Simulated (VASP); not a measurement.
A run of VASP 6.6.1 is set up as follows.

The input INCAR:

```
SYSTEM = Ag
PREC = Accurate
ENCUT = 520
EDIFF = 1E-6
ISMEAR = 0
SIGMA = 0.1
LREAL = .FALSE.
LASPH = .TRUE.
NELM = 100
ALGO = Normal
ISIF = 2
LWAVE = .FALSE.
LCHARG = .FALSE.
GGA = PE
NBANDS = 24
```

The input KPOINTS:

```
regular mesh
0
G
  6 6 6
  0 0 0
```

Contents of POSCAR:

```
Ag
1.0
    0.0000000000      3.1383736300      3.1383736300
    3.1383736300      0.0000000000      3.1383736300
    3.1383736300      3.1383736300      0.0000000000
Ag
3
Direct
    0.2500000000      0.2500000000      0.2500000000
    0.7500000000      0.7500000000      0.7500000000
    0.0000000000      0.0000000000      0.0000000000
```

Potentials or basis: VASP PAW PBE potentials, release 64 (Ag).

Launch:

```console
$ cat potpaw_PBE.64/Ag/POTCAR > POTCAR
$ mpirun -np 1 vasp_std > vasp.out
```

Problem. Estimate the pressure.

Solution. 3.6 GPa.
